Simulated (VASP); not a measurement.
Write the native input for VASP 6.6.1 that does the following.

| Item | Value |
| --- | --- |
| Task | relaxation of cell and atoms |
| Functional | PBE |
| Potentials or basis | VASP PAW PBE potentials, release 64 (Ti_sv, O_h) |
| Cutoff | 1340 eV |
| k mesh | 12 × 12 × 6 |
| Occupations | gaussian, width 0.02 eV |
| Spin | no spin polarisation |
| Dipole correction | no |
| Further INCAR settings | ALGO = Normal; EDIFF = 1e-07; IBRION = 2; EDIFFG = -0.01; NSW = 100; ISIF = 3 |

The structure of TiO2 lies in POSCAR:

```
TiO2
1.0
    2.8826649134      0.0000000000      0.0000000000
   -1.4413324567      2.4964610456      0.0000000000
    0.0000000000      0.0000000000      5.8190962263
Ti O
1 2
Direct
    0.0000000000      0.0000000000      0.0000000000
    0.3333333333      0.6666666667      0.1934839446
    0.3333333333      0.6666666667      0.8065160554
```

The cell was generated, and may not be a known phase.

These files were run (other wordings do the same):

INCAR

```
PREC = Accurate
ENCUT = 1340
EDIFF = 1E-7
ISMEAR = 0
SIGMA = 0.02
LREAL = F
LASPH = T
NELM = 120
ALGO = Normal
ISIF = 3
LWAVE = F
LCHARG = F
GGA = PE
IBRION = 2
NSW = 100
EDIFFG = -0.01
GGA_COMPAT = F
NELMIN = 4
```

KPOINTS

```
regular mesh
0
Gamma
  12 12 6
```

Potentials or basis: VASP PAW PBE potentials, release 64 (Ti_sv, O_h).

Launch:

```bash
$ cat potpaw_PBE.64/Ti_sv/POTCAR potpaw_PBE.64/O_h/POTCAR > POTCAR
$ mpirun -np 1 vasp_std > vasp.out
```

It gave:

```yaml
Relaxed_volume: 13.98 Å³/atom
Relaxed_cell: a = 2.884 Å, b = 2.884 Å, c = 5.824 Å, α = 90.00°, β = 90.00°, γ = 120.00°
Space_group_after_relaxing_to_0.1_Å: P-6m2 (No. 187)
Energy_gained_by_relaxing: 0.1 meV/atom
Ionic_steps: 3
Pressure_after_relaxing: 0.0 GPa
Largest_force_after_relaxing: 0.003 eV/Å
Band_gap_on_the_k_mesh: 1.05 eV (least direct gap 1.27 eV)
```

Run time: 12 min on 1 thread of Intel(R) Xeon(R) Platinum 8375C CPU @ 2.90GHz (Ice Lake) (shared host), peak memory 0.46 GiB.
